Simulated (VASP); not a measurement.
**WC: single point with r2SCAN**

Crystal: WC.

```
W C
1.0
     2.89329    0.00000    0.00000
    -1.44665    2.50566    0.00000
     0.00000    0.00000    2.81714
W C
1 1
Direct
  0.00000 0.00000 0.00000
  0.66667 0.33333 0.50000
```

```
Program             : VASP 6.6.1
Task                : single point
Functional          : r2SCAN
Potentials or basis : VASP PAW PBE potentials, release 64 (W_sv, C_h)
Cutoff              : 1430 eV
k mesh              : 13 × 13 × 12
Occupations         : fermi-dirac, width 0.1 eV
Spin                : no spin polarisation
```

```yaml
Pressure: 10.3 GPa
Band_gap_on_the_k_mesh: zero (bands 9 and 10 overlap by 1.34 eV)
```

Stress tensor (GPa, compression positive):
```
 9.85  0.00  0.00
 0.00  9.85  0.00
 0.00  0.00 11.31
```

Levels at points of the mesh, in eV from the Fermi level:
```tsv
k point	band 7	band 8	band 9	band 10	band 11	band 12
(0.00, 0.00, 0.00)	-3.59	-3.59	0.11	3.48	3.48	6.05
(0.00, 0.00, 0.50)	-2.18	-2.18	-0.61	-0.61	3.92	4.86
```

It took 4.8 min on 1 thread of Intel(R) Xeon(R) 6975P-C (Granite Rapids), with other jobs on the host, peak memory 0.39 GiB.

Caveat: the cell stands under pressure; the PAW data sets were made with another functional, which shifts forces and pressure a little; spin-orbit coupling is left out, which moves the levels of the heavy elements.
